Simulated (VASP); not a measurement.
Here is a VASP 6.6.1 calculation.

File INCAR:

```
SYSTEM = ZnSe
PREC = Accurate ; ENCUT = 520
EDIFF = 1E-6 ; ISMEAR = 0
SIGMA = 0.01 ; LREAL = .FALSE.
LASPH = .TRUE. ; NELM = 80
ALGO = Normal ; ISIF = 2
LWAVE = .FALSE. ; LCHARG = .FALSE.
GGA = CA ; NBANDS = 16
```

KPOINTS

```
Automatic mesh
0
G
  8 8 8
  0 0 0
```

The input POSCAR:

```
ZnSe
1.0
    0.0000000000      2.7594597501      2.7594597501
    2.7594597501      0.0000000000      2.7594597501
    2.7594597501      2.7594597501      0.0000000000
Zn Se
1 1
Direct
    0.0000000000      0.0000000000      0.0000000000
    0.7500000000      0.7500000000      0.7500000000
```

Potentials or basis: VASP PAW LDA potentials, release 64 (Zn, Se).

Command:

```sh
$ cat potpaw_LDA.64/Zn/POTCAR potpaw_LDA.64/Se/POTCAR > POTCAR
$ mpirun -np 1 vasp_std > vasp.out
```

Estimate the pressure.

2.4 GPa.

Estimate the band gap on the k mesh.

1.40 eV, direct.

A hybrid or GW would open this gap; LDA tends to underestimate it.
